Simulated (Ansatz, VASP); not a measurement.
CaSe in VASP and in Ansatz

```
CELL_PARAMETERS angstrom
0.00000 2.97024 2.97024
2.97024 0.00000 2.97024
2.97024 2.97024 0.00000
ATOMIC_POSITIONS crystal
Ca 0.00000 0.00000 0.00000
Se 0.50000 0.50000 0.50000
```

Alike in both runs: functional BLYP; k mesh 4 × 4 × 4; occupations gaussian, width 0.1 eV; no spin polarisation.

Ansatz relaxed the structure, and its values are those at the end. VASP's run is a single point on that final structure, the one shown.

|  | VASP | Ansatz |
| --- | --- | --- |
| version | VASP 6.6.1 | Ansatz 0.2.0 |
| potentials or method | VASP PAW PBE potentials, release 64 (Ca_sv, Se), cutoff 520 eV | scalar-relativistic, plane waves, PAW |
| valence electrons in the cell | 16 | 26 |

Ansatz gave:

| Quantity | Value |
| --- | --- |
| gap on the k mesh at the Fermi level (eV) | 2.17 |
| least direct gap on the mesh (eV) | 3.06 |
| pressure (GPa) | 2.5 |

Q: What did VASP give for the same quantities?

A: gap on the k mesh at the Fermi level (eV): 2.15; least direct gap on the mesh (eV): 3.04; pressure (GPa): 2.8.

VASP's potentials were made for PBE, not for BLYP. VASP's potentials hold 16 valence electrons a cell and Ansatz's 26, so a difference there can come from the potentials and not from the codes.

The k mesh is coarse, so the values compare programs but aren't converged.
